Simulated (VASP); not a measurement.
Mg3Te:

```
Te Mg
1.0
    -2.18132    2.18132    5.38609
     2.18132   -2.18132    5.38609
     2.18132    2.18132   -5.38609
Te Mg
1 3
Direct
  0.00000 0.00000 0.00000
  0.25000 0.75000 0.50000
  0.75000 0.25000 0.50000
  0.50000 0.50000 0.00000
```

Base run:

| Quantity | Value |
| --- | --- |
| Program | VASP 6.6.1 |
| Functional | LDA |
| Potentials or basis | VASP PAW LDA potentials, release 64 (Te, Mg) |
| Cutoff | 520 eV |
| k mesh | 9 × 9 × 9 |
| Occupations | fermi-dirac, width 0.05 eV |
| Spin | no spin polarisation |

Its results: band gap on the k mesh zero (band 6 reaches 4.27 eV, above the bottom of band 7 at 3.02 eV); pressure -4.2 GPa.

Question: The run is repeated on the same cell with these changes: functional from LDA to PBE; potentials or basis from VASP PAW LDA potentials, release 64 (Te, Mg) to VASP PAW PBE potentials, release 64 (Te, Mg). What comes out?

Answer: Band gap on the k mesh zero (band 6 reaches 4.42 eV, above the bottom of band 7 at 3.21 eV); pressure -1.9 GPa.

Caveats: spin-orbit coupling is left out, which moves the levels of the heavy elements.
